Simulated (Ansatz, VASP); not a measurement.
**CaSe in VASP and in Ansatz**

File INCAR:

```
SYSTEM = CaSe
ALGO     = Normal         ! electronic algorithm
EDIFF    = 1E-7           ! SCF threshold, eV
ENCUT    = 520            ! plane-wave cutoff, eV
GGA      = PE             ! functional
GGA_COMPAT= .False.      
ISIF     = 2              ! what is computed and relaxed
ISMEAR   = 0              ! smearing method
LASPH    = .True.         ! aspherical terms in the spheres
LCHARG   = .False.        ! write CHGCAR
LORBIT   = 11             ! projections on sites
LORBMOM  = .True.       
LREAL    = .False.        ! projectors in reciprocal space
LSORBIT  = .True.         ! spin-orbit coupling
LWAVE    = .False.        ! write WAVECAR
MAGMOM   = 0 0 0 0 0 0    ! initial moments
NBANDS   = 28             ! bands
NELM     = 150            ! most SCF steps
PREC     = Accurate       ! precision mode
SIGMA    = 0.01           ! smearing width, eV
```

KPOINTS

```
k-points
0
Gamma
  6 6 6
  0 0 0
```

File POSCAR:

```
CaSe
1.0
    0.0000000000      3.2795613671      3.2795613671
    3.2795613671      0.0000000000      3.2795613671
    3.2795613671      3.2795613671      0.0000000000
Ca Se
1 1
Direct
    0.0000000000      0.0000000000      0.0000000000
    0.2500000000      0.2500000000      0.2500000000
```

Input for Ansatz:

```yaml
crystal:
  lattice:
    - [0.0, 3.2795613671, 3.2795613671]
    - [3.2795613671, 0.0, 3.2795613671]
    - [3.2795613671, 3.2795613671, 0.0]
  atoms:
    - { symbol: Ca, position: [0.0, 0.0, 0.0] }
    - { symbol: Se, position: [0.25, 0.25, 0.25] }
kpoints:
  mp_grid: { grid: [6, 6, 6] }
  band_path:
    path:
      - [0.0, 0.0, 0.0]
      - [-0.5, -0.5, 0.0]
      - [-0.375, -0.375, 0.25]
      - [-0.375, 0.0, 0.375]
      - [0.0, 0.0, 0.5]
      - [-0.5, -0.25, 0.25]
      - [0.0, 0.270833, -0.270833]
    npoints: 1
hamiltonian:
  xc: pbe
scf:
  occupations: { method: fixed }
  n_extra_bands: 8
magnetization:
  noncollinear: true
  spin_orbit: true
output:
  forces: true
  stress: true
  eigenvalues: true
```

Alike in both runs: task single point; functional PBE; k mesh 6 × 6 × 6; non-collinear spin, spin-orbit coupling.

```csv
,VASP,Ansatz
version,VASP 6.6.1,Ansatz 0.2.0
potentials or method,"VASP PAW PBE potentials, release 64 (Ca_sv, Se)","plane waves, PAW"
plane-wave cutoff (eV),520,420
occupations,"gaussian, width 0.01 eV",fixed
valence electrons in the cell,16,26
```

VASP gave:

| Item | Value |
| --- | --- |
| pressure (GPa) | 0.6 |

**Question.** What did Ansatz give for the same quantities?

**Answer.** Pressure (GPa): 0.4.

VASP's potentials hold 16 valence electrons a cell and Ansatz's 26, so a difference there can come from the potentials and not from the codes.
